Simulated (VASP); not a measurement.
Here is a VASP 6.6.1 calculation.

Contents of INCAR:

```
PREC = Accurate ; ENCUT = 520
EDIFF = 1E-6 ; ISMEAR = 0
SIGMA = 0.01 ; LREAL = False
LASPH = True ; NELM = 100
ALGO = Normal ; ISIF = 2
LWAVE = False ; LCHARG = False
NBANDS = 11
```

Contents of KPOINTS:

```
regular mesh
0
Gamma
  12 12 12
```

POSCAR

```
BN
1.0
    0.0000000000      1.7631677535      1.7631677535
    1.7631677535      0.0000000000      1.7631677535
    1.7631677535      1.7631677535      0.0000000000
B N
1 1
Direct
    0.0000000000      0.0000000000      0.0000000000
    0.7500000000      0.7500000000      0.7500000000
```

Potentials or basis: VASP PAW LDA potentials, release 64 (B, N).

Launch:

```bash
$ cat potpaw_LDA.64/B/POTCAR potpaw_LDA.64/N/POTCAR > POTCAR
$ mpirun -np 1 vasp_std > vasp.out
```

What does it give for the band gap on the k mesh?

4.43 eV, indirect (least direct gap 9.04 eV).

Predict the pressure.

21.2 GPa.

A k mesh can miss the band edges.
